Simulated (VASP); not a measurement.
# Se (Pm-3m) in VASP: a series of runs

The runs below take Se through single point, with PBEsol.

Everything below comes from runs of VASP 6.6.1. Logs are shortened: lines on timing, memory, paths and dates and some standing lists are left out, and cuts for length are marked.

**1. The cell of the first run**

It takes space group Pm-3m (No. 221, cubic). Conventional cell: a = 2.763 Å, b = 2.763 Å, c = 2.763 Å, α = 90.00°, β = 90.00°, γ = 90.00°. Se (site symmetry m-3m) has 6 Se at 2.76 Å within 3.6 Å.

**2. Single point, PBEsol (volume scaled by 0.95)**

Input file INCAR:

```
ALGO = Normal
EDIFF = 1E-6
ENCUT = 520
GGA = PS
ISIF = 2
ISMEAR = -1
LASPH = True
LCHARG = False
LREAL = False
LWAVE = False
NBANDS = 9
NELM = 60
PREC = Accurate
SIGMA = 0.03
```

Input file KPOINTS:

```
k-points
0
Gamma
  12 12 12
```

Input file POSCAR:

```
Se
1.0
    2.7629171542      0.0000000000      0.0000000000
    0.0000000000      2.7629171542      0.0000000000
    0.0000000000      0.0000000000      2.7629171542
Se
1
Direct
    0.0000000000      0.0000000000      0.0000000000
```

Potentials or basis: VASP PAW PBE potentials, release 64 (Se).

Command:

```console
> cat potpaw_PBE.64/Se/POTCAR > POTCAR
> mpirun -np 1 vasp_std > vasp.out
```

OUTCAR:

```text
EDIFF = 1E-6
   ENCUT = 520
   GGA = PS
   ISIF = 2
   ISMEAR = -1
   LASPH = True
   LREAL = False
   NELM = 60
   PREC = Accurate

 ion  position               nearest neighbor table
   1  0.000  0.000  0.000-

  LATTYP: Found a simple cubic cell.
 ALAT       =     2.7629171542

  Lattice vectors:

 A1 = (   2.7629171542,   0.0000000000,   0.0000000000)
 A2 = (   0.0000000000,   2.7629171542,   0.0000000000)
 A3 = (   0.0000000000,   0.0000000000,   2.7629171542)

Analysis of symmetry for initial positions (statically):
=====================================================================
 Subroutine PRICEL returns:
 Original cell was already a primitive cell.

 Routine SETGRP: Setting up the symmetry group for a
 simple cubic supercell.

 Subroutine GETGRP returns: Found 48 space group operations
 (whereof 48 operations were pure point group operations)
 out of a pool of 48 trial point group operations.

The static configuration has the point symmetry O_h .

Analysis of symmetry for dynamics (positions and initial velocities):
=====================================================================
 Subroutine PRICEL returns:
 Original cell was already a primitive cell.

 Routine SETGRP: Setting up the symmetry group for a
 simple cubic supercell.

 Subroutine GETGRP returns: Found 48 space group operations
 (whereof 48 operations were pure point group operations)
 out of a pool of 48 trial point group operations.

The dynamic configuration has the point symmetry O_h .

 Subroutine INISYM returns: Found 48 space group operations
 (whereof 48 operations are pure point group operations),
 and found     1 'primitive' translations

----------------------------------------------------------------------------------------

                                     Primitive cell

  volume of cell :      21.0913

  direct lattice vectors                    reciprocal lattice vectors
     2.762917154  0.000000000  0.000000000     0.361936296  0.000000000  0.000000000
     0.000000000  2.762917154  0.000000000     0.000000000  0.361936296  0.000000000
     0.000000000  0.000000000  2.762917154     0.000000000  0.000000000  0.361936296

  length of vectors
     2.762917154  2.762917154  2.762917154     0.361936296  0.361936296  0.361936296

  position of ions in fractional coordinates (direct lattice)
     0.000000000  0.000000000  0.000000000

  ion indices of the primitive-cell ions
   primitive index   ion index
                 1           1

----------------------------------------------------------------------------------------

 KPOINTS: k-points

Automatic generation of k-mesh.
 Grid dimensions read from file:
 generate k-points for:   12   12   12

 Generating k-lattice:

  Cartesian coordinates                     Fractional coordinates (reciprocal lattice)
     0.030161358  0.000000000  0.000000000     0.083333333  0.000000000  0.000000000
     0.000000000  0.030161358  0.000000000     0.000000000  0.083333333  0.000000000
     0.000000000  0.000000000  0.030161358     0.000000000  0.000000000  0.083333333

  Length of vectors
     0.030161358  0.030161358  0.030161358

  Shift w.r.t. Gamma in fractional coordinates (k-lattice)
     0.000000000  0.000000000  0.000000000

 Subroutine IBZKPT returns following result:
 ===========================================

 Found     84 irreducible k-points:

 Following reciprocal coordinates:
            Coordinates               Weight
  0.000000  0.000000  0.000000      1.000000
  0.083333  0.000000  0.000000      6.000000
  0.166667  0.000000  0.000000      6.000000
  0.250000  0.000000  0.000000      6.000000
  0.333333  0.000000  0.000000      6.000000
  0.416667  0.000000  0.000000      6.000000
[... 16 lines left out ...]
  0.333333  0.333333  0.000000     12.000000
  0.416667  0.333333  0.000000     24.000000
 [... further k-points ...]
   k-points           NKPTS =     84   k-points in BZ     NKDIM =     84   number of bands    NBANDS=      9
   number of dos      NEDOS =    301   number of ions     NIONS =      1
   total plane-waves  NPLWV =  13824
   dimension x,y,z NGX =    24 NGY =   24 NGZ =   24
   dimension x,y,z NGXF=    48 NGYF=   48 NGZF=   48
   ions per type =               1
   NGX,Y,Z   is equivalent  to a cutoff of  14.44, 14.44, 14.44 a.u.
   NGXF,Y,Z  is equivalent  to a cutoff of  28.88, 28.88, 28.88 a.u.
 SYSTEM =  unknown system
   PREC   = accura    normal or accurate (medium, high low for compatibility)
   ISTART =      0    job   : 0-new  1-cont  2-samecut
   ICHARG =      2    charge: 1-file 2-atom 10-const
   ISPIN  =      1    spin polarized calculation?
   LNONCOLLINEAR =      F non collinear calculations
   LSORBIT =      F    spin-orbit coupling
   LASPH  =      T    aspherical Exc in radial PAW
   ENCUT  =  520.0 eV  38.22 Ry    6.18 a.u.   5.14  5.14  5.14*2*pi/ulx,y,z
   NELM   =     60;   NELMIN=  2; NELMDL= -5     # of ELM steps
   EDIFF  = 0.1E-05   stopping-criterion for ELM
   LREAL  =      F    real-space projection
   EDIFFG = 0.1E-04   stopping-criterion for IOM
   NSW    =      0    number of steps for IOM
   IBRION =     -1    ionic relax: 0-MD 1-quasi-New 2-CG
   NFREE  =      0    steps in history (QN), initial steepest desc. (CG)
   ISIF   =      2    stress and relaxation
   ISYM   =      2    0-nonsym 1-usesym 2-fastsym
   POTIM  = 0.5000    time-step for ionic-motion
   TEBEG  =    0.0;   TEEND  =   0.0 temperature during run
   PSTRESS=    0.0 pullay stress
   NELECT =       6.0000    total number of electrons
   NUPDOWN=      -1.0000    fix difference up-down
   EMIN   =  10.00;   EMAX   =-10.00  energy-range for DOS
   EFERMI =   0.00;   METHOD = LEGACY
   ISMEAR =    -1;   SIGMA  =   0.03  broadening in eV -4-tet -1-fermi 0-gaus
   EFERMI_NEDOS =   21; number of points for ismear=-14 and -15
   IALGO  =     38    algorithm
   IMIX   =      4    mixing-type and parameters
     AMIX     =   0.40;   BMIX     =  1.00
     AMIX_MAG =   1.60;   BMIX_MAG =  1.00
  volume/ion in A,a.u.               =      21.09       142.33
  Fermi-wavevector in a.u.,A,eV,Ry     =   1.076690  2.034649 15.772711  1.159262
  Thomas-Fermi vector in A             =   2.212581
   LORBIT       =      0    0 simple, 1 ext, 2 COOP (PROOUT), +10 PAW based schemes
   GGA     = PS    functional components
   LHFCALC =     F    Hartree Fock is set to
   AEXX    =    0.0000 exact exchange contribution
   IVDW    =     0    specifies the selected vdW correction
   LEPSILON=     F    determine dielectric tensor
   LRPA    =     F    only Hartree local field effects (RPA)
 non-spin polarized calculation
  energy-cutoff  :      520.00
  volume of cell :       21.09
 maximum number of plane-waves:       587
 NGX is ok and might be reduce to    24
   NGX = 11   NGY = 11   NGZ = 11

 number of electron       6.0000001 magnetization

 Free energy of the ion-electron system (eV)
  ---------------------------------------------------
  ext. energy  EPLUGINS =         0.00000000
  ---------------------------------------------------
  free energy    TOTEN  =        -3.75095499 eV

  energy without entropy =       -3.74892088  energy(sigma->0) =       -3.74993794

 E-fermi :   5.4715     XC(G=0): -10.3885

 val. band max:        5.4237246949   @ k =   0.5000   0.5000   0.2500
 cond. band min:       5.4802333395   @ k =   0.3333   0.1667   0.1667
 fundamental gap:      0.0565086446
 Fermi energy:         5.4715363720

 k-point     1 :       0.0000    0.0000    0.0000
  band No.  band energies     occupation
      1     -11.2523      2.00000
      2       6.9355      0.00000
      3       6.9355      0.00000
      4       6.9355      0.00000
      5      13.0472      0.00000
      6      13.0472      0.00000
      7      13.4738      0.00000
      8      28.3534      0.00000
      9      28.3534      0.00000

 k-point     2 :       0.0833    0.0000    0.0000
  band No.  band energies     occupation
      1     -11.1445      2.00000
      2       5.7813      0.00007
      3       7.0217      0.00000
      4       7.0217      0.00000
      5      13.1533      0.00000
      6      13.4371      0.00000
      7      14.5763      0.00000
      8      26.5552      0.00000
      9      26.5552      0.00000

 k-point     3 :       0.1667    0.0000    0.0000
  band No.  band energies     occupation
      1     -10.8289      2.00000
      2       3.6364      2.00000
      3       7.2688      0.00000
      4       7.2688      0.00000
      5      13.4642      0.00000
      6      13.8306      0.00000
      7      17.2771      0.00000
      8      24.2484      0.00000
      9      24.2484      0.00000

 k-point     4 :       0.2500    0.0000    0.0000
  band No.  band energies     occupation
      1     -10.3338      2.00000
      2       1.4905      2.00000
      3       7.6384      0.00000
      4       7.6384      0.00000
      5      13.9539      0.00000
      6      14.4515      0.00000
      7      19.9024      0.00000
      8      22.2007      0.00000
      9      22.2007      0.00000

 k-point     5 :       0.3333    0.0000    0.0000
  band No.  band energies     occupation
      1      -9.7277      2.00000
      2      -0.3558      2.00000
      3       8.0560      0.00000
      4       8.0560      0.00000
      5      14.5577      0.00000
      6      15.3103      0.00000
      7      20.4233      0.00000
      8      20.5632      0.00000
      9      20.5632      0.00000

 k-point     6 :       0.4167    0.0000    0.0000
  band No.  band energies     occupation
      1      -9.1650      2.00000
      2      -1.6791      2.00000
      3       8.4028      0.00000
      4       8.4028      0.00000
      5      15.1252      0.00000
      6      16.3914      0.00000
      7      19.2080      0.00000
      8      19.4785      0.00000
      9      19.4785      0.00000
[... 169 lines left out ...]
 k-point    21 :       0.4167    0.2500    0.0000
  band No.  band energies     occupation
      1      -8.2491      2.00000
      2      -0.8096      2.00000
      3       3.3531      2.00000
      4       9.0598      0.00000
      5      11.8258      0.00000
      6      16.9184      0.00000
      7      20.3797      0.00000
      8      21.4163      0.00000
      9      22.9910      0.00000

 k-point    22 :       0.5000    0.2500    0.0000
  band No.  band energies     occupation
      1      -8.0016      2.00000
      2      -1.3106      2.00000
      3       3.5533      2.00000
      4       9.1918      0.00000
      5      11.3920      0.00000
      6      17.3157      0.00000
      7      20.0103      0.00000
      8      20.8813      0.00000
      9      23.1660      0.00000

 k-point    23 :       0.3333    0.3333    0.0000
  band No.  band energies     occupation
      1      -8.2061      2.00000
      2       0.9933      2.00000
      3       1.1207      2.00000
      4       9.1202      0.00000
      5      11.2394      0.00000
      6      16.8932      0.00000
      7      21.7156      0.00000
      8      22.4299      0.00000
      9      23.0394      0.00000

 k-point    24 :       0.4167    0.3333    0.0000
  band No.  band energies     occupation
      1      -7.6431      2.00000
      2      -0.2551      2.00000
      3       1.5481      2.00000
      4       9.4434      0.00000
      5      10.0113      0.00000
      6      17.6675      0.00000
      7      20.9758      0.00000
      8      22.1989      0.00000
      9      22.6505      0.00000

 [... further k-points ...]
[... 5 lines left out ...]
  --------------------------------------------------------------------------------------
  -------------------------------------------------------------------------------------
  Total        0.3244830      0.3244830      0.3244830     -0.0000000     -0.0000000      0.0000000
  in kB       24.6489775     24.6489775     24.6489775     -0.0000000     -0.0000000      0.0000000
  external PRESSURE =      24.6489775 kB  Pullay stress =       0.0000000 kB

 VOLUME and BASIS-vectors are now :
 -----------------------------------------------------------------------------
  energy-cutoff  :      520.00
  volume of cell :       21.09
      direct lattice vectors                 reciprocal lattice vectors
     2.762917154  0.000000000  0.000000000     0.361936296  0.000000000  0.000000000
     0.000000000  2.762917154  0.000000000     0.000000000  0.361936296  0.000000000
     0.000000000  0.000000000  2.762917154     0.000000000  0.000000000  0.361936296

 POSITION                                       TOTAL-FORCE (eV/Angst)
 -----------------------------------------------------------------------------------
      0.00000      0.00000      0.00000         0.000000      0.000000      0.000000
 -----------------------------------------------------------------------------------
    total drift:                                0.000000      0.000000      0.000000

  FREE ENERGIE OF THE ION-ELECTRON SYSTEM (eV)
  ---------------------------------------------------
  free  energy   TOTEN  =        -3.7509549948 eV

  energy  without entropy=       -3.7489208848  energy(sigma->0) =       -3.74993794
```

Run time: 4.5 s. Hardware: 1 thread of Intel Xeon 6975P-C, shared host; peak memory 0.15 GiB.

What came out:

```
Free energy            : -3.7510 eV
Pressure               : 2.5 GPa
Band gap on the k mesh : zero (band 3 reaches 8.54 eV, above the bottom of band 4 at 1.84 eV)
```

Levels at points of the mesh, in eV from the Fermi level:
| k point | band 1 | band 2 | band 3 | band 4 | band 5 | band 6 | band 7 | band 8 |
| --- | --- | --- | --- | --- | --- | --- | --- | --- |
| (0.00, 0.00, 0.00) | -16.72 | 1.46 | 1.46 | 1.46 | 7.58 | 7.58 | 8.00 | 22.88 |
| (0.50, 0.00, 0.00) | -14.39 | -7.65 | 3.07 | 3.07 | 9.91 | 11.95 | 12.57 | 13.62 |
| (0.50, 0.50, 0.00) | -12.05 | -5.52 | -5.52 | 2.35 | 4.53 | 13.82 | 16.00 | 16.00 |
| (0.50, 0.50, 0.50) | -9.63 | -3.63 | -3.63 | -3.63 | 5.47 | 5.47 | 5.47 | 9.50 |

Caveat: the PAW data sets were made with another functional, which shifts forces and pressure a little.

(Continued in part 2 of 2.)
